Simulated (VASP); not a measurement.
A run of VASP 6.6.1 is set up as follows.

Contents of INCAR:

```
ALGO = Fast
EDIFF = 1E-7
ENCUT = 520
GGA = PS
ISIF = 2
ISMEAR = 0
LASPH = T
LCHARG = F
LREAL = F
LWAVE = F
NBANDS = 13
NELM = 60
PREC = Accurate
SIGMA = 0.1
```

Contents of KPOINTS:

```
k-points
0
Gamma
  18 18 18
```

File POSCAR:

```
W
1.0
    0.0000000000      1.9991269216      1.9991269216
    1.9991269216      0.0000000000      1.9991269216
    1.9991269216      1.9991269216      0.0000000000
W
1
Direct
    0.0000000000      0.0000000000      0.0000000000
```

Potentials or basis: VASP PAW PBE potentials, release 64 (W_sv).

Run with:

```bash
$ cat potpaw_PBE.64/W_sv/POTCAR > POTCAR
$ mpirun -np 1 vasp_std > vasp.out
```

(1) Estimate the pressure.

(2) Predict the band gap on the k mesh.

Answers

(1) 0.6 GPa.

(2) zero (band 7 reaches 13.91 eV, above the bottom of band 8 at 10.09 eV).

Caveat: the PAW data sets were made with another functional, which shifts forces and pressure a little; spin-orbit coupling is left out, which moves the levels of the heavy elements.
